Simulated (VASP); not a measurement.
A run of VASP 6.6.1 is set up as follows.

Contents of INCAR:

```
PREC = Accurate
ENCUT = 520
EDIFF = 1E-6
ISMEAR = 0
SIGMA = 0.15
LREAL = False
LASPH = True
NELM = 100
ALGO = Normal
ISIF = 2
LWAVE = False
LCHARG = False
GGA = PS
NBANDS = 24
```

The input KPOINTS:

```
Automatic mesh
0
Gamma
  14 14 10
```

Contents of POSCAR:

```
TaN
1.0
    0.0000000000     -2.1874436362     -2.1874436362
    0.0000000000      2.1874436362     -2.1874436362
    4.3748872723      0.0000000000      0.0000000000
Ta N
2 2
Direct
    0.5203506300      0.4796493700     -0.0248554340
   -0.0203506300      0.0203506300      0.5248554340
    0.4811479611      0.5188520389      0.4702144020
    0.0188520389     -0.0188520389      0.0297855980
```

Potentials or basis: VASP PAW PBE potentials, release 64 (Ta_pv, N).

The run is started by

```bash
$ cat potpaw_PBE.64/Ta_pv/POTCAR potpaw_PBE.64/N/POTCAR > POTCAR
$ mpirun -np 1 vasp_std > vasp.out
```

Problem. What does it give for the band gap on the k mesh?

Solution. Zero (bands 16 and 17 overlap by 3.17 eV).

Problem. Predict the pressure.

Solution. 1.3 GPa.

Problem. Estimate the largest force.

Solution. 0.025 eV/Å.

Forces in eV/Å, atoms in the order of the input:
```
Ta  -0.015 -0.020  0.000
Ta   0.015  0.020  0.000
N   -0.008  0.002  0.000
N    0.008 -0.002  0.000
```

Caveat: the stress differs along the axes, from -6 to 11 GPa; the PAW data sets were made with another functional, which shifts forces and pressure a little; spin-orbit coupling is left out, which moves the levels of the heavy elements.
